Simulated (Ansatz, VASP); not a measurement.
# Two plane-wave programs on BeC

The input INCAR:

```
SYSTEM = BeC
ALGO     = Normal         ! electronic algorithm
EDIFF    = 1E-7           ! SCF threshold, eV
EDIFFG   = -0.04          ! ionic threshold
ENCUT    = 600            ! plane-wave cutoff, eV
GGA      = PE             ! functional
IBRION   = 2              ! ionic algorithm
ISIF     = 3              ! what is computed and relaxed
ISMEAR   = 0              ! smearing method
LASPH    = .True.         ! aspherical terms in the spheres
LCHARG   = .False.        ! write CHGCAR
LREAL    = .False.        ! projectors in reciprocal space
LWAVE    = .False.        ! write WAVECAR
NELM     = 60             ! most SCF steps
NSW      = 90             ! ionic steps
PREC     = Accurate       ! precision mode
SIGMA    = 0.1            ! smearing width, eV
```

KPOINTS

```
k-points
0
Gamma
  6 6 6
  0 0 0
```

POSCAR

```
BeC
1.0
    1.4159539328     -3.7360135862      0.0000000000
    1.4159539328      3.7360135862      0.0000000000
    0.0000000000      0.0000000000      2.8127733530
Be C
2 2
Direct
    0.8540000000      0.1460000000      0.7500000000
    0.1460000000      0.8540000000      0.2500000000
    0.5500000000      0.4500000000      0.7500000000
    0.4500000000      0.5500000000      0.2500000000
```

Input for Ansatz:

```yaml
crystal:
  lattice:
    - [1.4159539328, -3.7360135862, 0.0]
    - [1.4159539328, 3.7360135862, 0.0]
    - [0.0, 0.0, 2.812773353]
  atoms:
    - { symbol: Be, position: [0.854, 0.146, 0.75] }
    - { symbol: Be, position: [0.146, 0.854, 0.25] }
    - { symbol: C, position: [0.55, 0.45, 0.75] }
    - { symbol: C, position: [0.45, 0.55, 0.25] }
basis:
  ecutwfc: 420
kpoints:
  mp_grid: { grid: [6, 6, 6] }
hamiltonian:
  xc: pbe
scf:
  occupations: { method: gaussian, width: 0.1 }
  lower_state_search: "off"
output:
  forces: true
  stress: true
  eigenvalues: true
relax:
  adjacent_minimum: "off"
  f_tol: 0.04
  max_steps: 70
  cell: { stress_tol: 0.4 }
```

Alike in both runs: task relaxation of cell and atoms; functional PBE; k mesh 6 × 6 × 6; occupations gaussian, width 0.1 eV; no spin polarisation.

```csv
,VASP,Ansatz
version,VASP 6.6.1,Ansatz 0.2.0
potentials or method,"VASP PAW PBE potentials, release 64 (Be, C), cutoff 600 eV","scalar-relativistic, plane waves, PAW"
valence electrons in the cell,12,12
```

```csv
,VASP,Ansatz,Ansatz less VASP
"gap on the k mesh at the Fermi level, each at its own relaxed structure (eV)",none,none,-
relaxed volume (Å³/atom),6.59,6.60,+0.008
relaxed length of the cell vector where the two differ most in proportion (Å),2.465,2.467,+0.0014
```

A gap of «none» marks a metal or a gap that the smearing closes.

The k mesh is coarse, so the values compare programs but aren't converged.
